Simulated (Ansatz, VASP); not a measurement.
AlHg: VASP beside Ansatz

```
Al Hg
1.0
     0.00000    3.06853    3.06853
     3.06853    0.00000    3.06853
     3.06853    3.06853    0.00000
Al Hg
1 1
Cartesian
  0.0000 0.0000 0.0000
  4.6028 4.6028 4.6028
```

Alike in both runs: task relaxation of cell and atoms; functional revPBE; k mesh 8 × 8 × 8; occupations fermi-dirac, width 0.05 eV; no spin polarisation.

|  | VASP | Ansatz |
| --- | --- | --- |
| version | VASP 6.6.1 | Ansatz 0.2.0 |
| potentials or method | VASP PAW PBE potentials, release 64 (Al, Hg) | Ansatz PAW |
| plane-wave cutoff (eV) | 600 | 420 |
| valence electrons in the cell | 15 | 23 |

|  | VASP | Ansatz | Ansatz less VASP |
| --- | --- | --- | --- |
| gap on the k mesh at the Fermi level, each at its own relaxed structure (eV) | none | none | - |
| relaxed volume (Å³/atom) | 29.82 | 29.82 | 0.000 |
| relaxed cell length with the largest relative difference (Å) | 4.385 | 4.385 | 0.0000 |

VASP's potentials were made for PBE, not for revPBE. A gap of «none» marks a metal or a gap that the smearing closes. VASP's potentials hold 15 valence electrons a cell and Ansatz's 23, so a difference there can come from the potentials and not from the codes.

Spin-orbit coupling is off throughout. Noted on Ansatz's run: the plane-wave basis is chosen anew once the cell has moved, so the energies of steps on either side of that aren't comparable.
